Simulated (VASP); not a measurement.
The system is ScSiS3.

```
Sc Si S
1.0
     3.72323    0.00000    0.00000
     0.00000    3.72323    0.00000
     0.00000    0.00000    7.44292
Sc Si S
1 1 3
Direct
  0.50000 0.50000 0.50000
  0.00000 0.00000 0.50000
  0.00000 0.00000 0.00000
  0.50000 0.50000 0.82814
  0.50000 0.50000 0.17186
```

The cell was built from a structure type or drawn by symmetry, and may not be a known phase.

* Program: VASP 6.6.1
* Task: relaxation of cell and atoms
* Functional: PBE
* Potentials or basis: VASP PAW PBE potentials, release 64 (Sc_sv, Si, S)
* Cutoff: 600 eV
* k mesh: 6 × 6 × 4
* Occupations: gaussian, width 0.1 eV
* Spin: no spin polarisation

At the start: pressure 0.4 GPa; volume 20.64 Å³/atom.

Question: How do energy, volume and symmetry change on relaxing?

Answer: Over 6 steps the energy falls by 3.4 meV/atom and the volume is 20.80 Å³/atom (+0.8 %); space group P4/mmm (No. 123, to 0.1 Å) before and after.

Step by step:
```csv
step,energy change (eV),largest force (eV/Å),pressure (GPa),volume (Å³)
1,0.0000,0.0963,0.40,103.18
2,-0.0072,0.1925,-0.05,103.94
3,-0.0086,0.2431,-0.37,104.48
4,-0.0137,0.1747,-0.23,104.36
5,-0.0156,0.0963,-0.11,104.25
6,-0.0171,0.0144,0.12,104.02
```

Final structure:
```
CELL_PARAMETERS angstrom
3.70469 0.00000 0.00000
0.00000 3.70469 0.00000
0.00000 0.00000 7.57931
ATOMIC_POSITIONS crystal
Sc 0.50000 0.50000 0.50000
Si 0.00000 0.00000 0.50000
S 0.00000 0.00000 0.00000
S 0.50000 0.50000 0.82307
S 0.50000 0.50000 0.17693
```
